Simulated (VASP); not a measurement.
Write the native input for VASP 6.6.1 that does the following.

- Task: single point
- Functional: LDA
- Potentials or basis: VASP PAW LDA potentials, release 64 (Ta_sv_GW, N)
- Cutoff: 700 eV
- k mesh: 8 × 8 × 6
- Occupations: fermi-dirac, width 0.05 eV
- Spin: no spin polarisation
- Hubbard terms: Ta d U = 6.0 eV
- Dipole correction: no
- Further INCAR settings: ALGO = Normal; EDIFF = 1e-06; NBANDS = 26

The structure of TaN lies in POSCAR:

```
TaN
1.0
    4.1588316672      0.0000000000      0.0000000000
    0.0000000000      4.1588316672      0.0000000000
    0.0000000000      0.0000000000      3.0886099670
Ta N
2 2
Direct
    0.0000000000      0.0000000000      0.0000000000
    0.5000000000      0.5000000000      0.0000000000
    0.5000000000      0.0000000000     -0.0000043467
    0.0000000000      0.5000000000      1.0000043467
```

One way to write it, as run:

INCAR

```
PREC = Accurate
ENCUT = 700
EDIFF = 1E-6
ISMEAR = -1
SIGMA = 0.05
LREAL = False
LASPH = True
NELM = 200
ALGO = Normal
ISIF = 2
LWAVE = False
LCHARG = False
LMAXMIX = 4
LDAU = True
LDAUTYPE = 2
LDAUL = 2 -1
LDAUU = 6 0
LDAUJ = 0 0
LDAUPRINT = 1
GGA = CA
NBANDS = 26
GGA_COMPAT = False
```

KPOINTS

```
Automatic mesh
0
Gamma
  8 8 6
```

Potentials or basis: VASP PAW LDA potentials, release 64 (Ta_sv_GW, N).

Launch:

```console
$ cat potpaw_LDA.64/Ta_sv_GW/POTCAR potpaw_LDA.64/N/POTCAR > POTCAR
$ mpirun -np 1 vasp_std > vasp.out
```

Results of the run:

The pressure is 8.4 GPa. The band gap on the k mesh is zero (bands 18 and 19 overlap by 4.02 eV).

Caveat: the stress differs along the axes, from -1 to 13 GPa; spin-orbit coupling is left out, which moves the levels of the heavy elements; U without spin polarisation on a metal has little footing.

Run time: 76 s on 1 thread of AMD EPYC 9R45 96-Core Processor (Zen 5) (shared host), peak memory 0.21 GiB.
